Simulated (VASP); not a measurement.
LiNbO3, 5 atoms in the cell. Symmetry: Pm-3m, No. 221, cubic system. The conventional cell has a = 3.933 Å, b = 3.933 Å, c = 3.933 Å, α = 90.00°, β = 90.00°, γ = 90.00°. Li (site symmetry m-3m) has 12 O at 2.78 Å and 8 Nb at 3.41 Å within 3.7 Å. Nb (site symmetry m-3m) has 6 O at 1.97 Å within 2.6 Å. Within 2.6 Å of O (site symmetry 4/mmm) lie 2 Nb at 1.97 Å. 

```yaml
Program: VASP 6.6.1
Task: single point
Functional: PBE
Potentials_or_basis: VASP PAW PBE potentials, release 64 (Li_sv, Nb_sv, O)
Cutoff: 520 eV
k_mesh: 6 × 6 × 6
Occupations: fermi-dirac, width 0.02 eV
Spin: no spin polarisation
Dipole_correction: no
Further_INCAR_settings: ALGO = Normal; EDIFF = 1e-07; NBANDS = 25
```

Potentials or basis: VASP PAW PBE potentials, release 64 (Li_sv, Nb_sv, O).

The run is started by

```console
$ cat potpaw_PBE.64/Li_sv/POTCAR potpaw_PBE.64/Nb_sv/POTCAR potpaw_PBE.64/O/POTCAR > POTCAR
$ mpirun -np 1 vasp_std > vasp.out
```

Hardware: 1 thread of AMD EPYC 7R13 (shared host).

Question: Estimate the wall time of this run.

Answer: Wall time 41 s on 1 thread of AMD EPYC 7R13 (shared host), peak memory 0.15 GiB. Counts: scf iterations 16, k points 20.
